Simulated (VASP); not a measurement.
Set up this calculation in VASP 6.6.1, as the native input.

```yaml
Task: single point
Functional: r2SCAN
Potentials_or_basis: VASP PAW PBE potentials, release 64 (Mg_sv, O)
Cutoff: 920 eV
k_mesh: 10 × 10 × 10
Occupations: gaussian, width 0.01 eV
Spin: no spin polarisation
Dipole_correction: no
Further_INCAR_settings: ALGO = Normal; EDIFF = 1e-06; NBANDS = 15
```

Crystal: MgO.

```xyz
2
Lattice="0.0000 2.1022 2.1652 2.1022 0.0000 2.1652 2.1022 2.1022 0.0000" Properties=species:S:1:pos:R:3 pbc="T T T"
Mg    0.0000    0.0000    0.0000
O     2.1022    2.1022    2.1652
```

This cell differs from its parent crystal: uniaxial z strain +3.0%.

The input as run:

POSCAR

```
MgO
1.0
    0.0000000000      2.1021674155      2.1652324379
    2.1021674155      0.0000000000      2.1652324379
    2.1021674155      2.1021674155      0.0000000000
Mg O
1 1
Direct
    0.0000000000      0.0000000000      0.0000000000
    0.5000000000      0.5000000000      0.5000000000
```

INCAR.step1

```
PREC = Accurate ; ENCUT = 920
ISMEAR = 0 ; SIGMA = 0.01
LREAL = False ; LASPH = True
NELM = 120 ; NBANDS = 15
GGA = PE ; ALGO = Normal
EDIFF = 1E-5 ; LWAVE = True
LCHARG = False ; GGA_COMPAT = False
```

INCAR.step2

```
PREC = Accurate ; ENCUT = 920
EDIFF = 1E-6 ; ISMEAR = 0
SIGMA = 0.01 ; LREAL = False
LASPH = True ; NELM = 120
ALGO = Normal ; ISIF = 2
LWAVE = False ; LCHARG = False
METAGGA = R2SCAN ; LMIXTAU = True
NBANDS = 15 ; ISTART = 1
GGA_COMPAT = False
```

KPOINTS

```
Automatic mesh
0
Gamma
  10 10 10
```

Potentials or basis: VASP PAW PBE potentials, release 64 (Mg_sv, O).

Launch:

```sh
$ cat potpaw_PBE.64/Mg_sv/POTCAR potpaw_PBE.64/O/POTCAR > POTCAR
$ cp INCAR.step1 INCAR
$ mpirun -np 1 vasp_std > vasp.out
$ cp INCAR.step2 INCAR
$ mpirun -np 1 vasp_std > vasp.out
```

It gave:

- Pressure: -3.8 GPa
- Band gap on the k mesh: 5.36 eV

Caveat: the cell differs from its parent crystal (uniaxial z strain +3.0%); the stress differs along the axes, from -7 to -2 GPa; the PAW data sets were made with another functional, which shifts forces and pressure a little.

Run time: 3.2 min on 1 thread of AMD EPYC 7R13 Processor (Zen 3) (shared host), peak memory 0.18 GiB.
